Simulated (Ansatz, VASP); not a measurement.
AgCl: VASP beside Ansatz

```
Ag Cl
1.0
     0.07280    2.77315    2.77315
     2.84595    0.00000    2.84595
     2.77315    2.77315    0.07280
Ag Cl
1 1
Direct
  0.50000 0.50000 0.50000
  0.00000 0.00000 0.00000
```

Change from the starting cell: strain +0.0525 x Voigt [0, 0, 0, 0, 1, 0], atoms carried along.

Alike in both runs: task single point; functional PBE; k mesh 8 × 8 × 8; occupations gaussian, width 0.05 eV; no spin polarisation.

```csv
,VASP,Ansatz
version,VASP 6.6.1,Ansatz 0.2.0
potentials or method,"VASP PAW PBE potentials, release 64 (Ag, Cl), cutoff 520 eV","scalar-relativistic, plane waves, PAW"
valence electrons in the cell,18,26
```

Ansatz gave:

```
gap on the k mesh at the Fermi level (eV)                     : 0.86
least direct gap on the mesh (eV)                             : 3.10
pressure (GPa)                                                : 1.6
traceless stress, the component that is largest in VASP (GPa) : -0.28
```

Question: What did VASP give for the same quantities?

Answer: gap on the k mesh at the Fermi level (eV): 0.86; least direct gap on the mesh (eV): 3.10; pressure (GPa): 1.5; traceless stress, the component that is largest in VASP (GPa): -0.29.

VASP's potentials hold 18 valence electrons a cell and Ansatz's 26, so a difference there can come from the potentials and not from the codes.
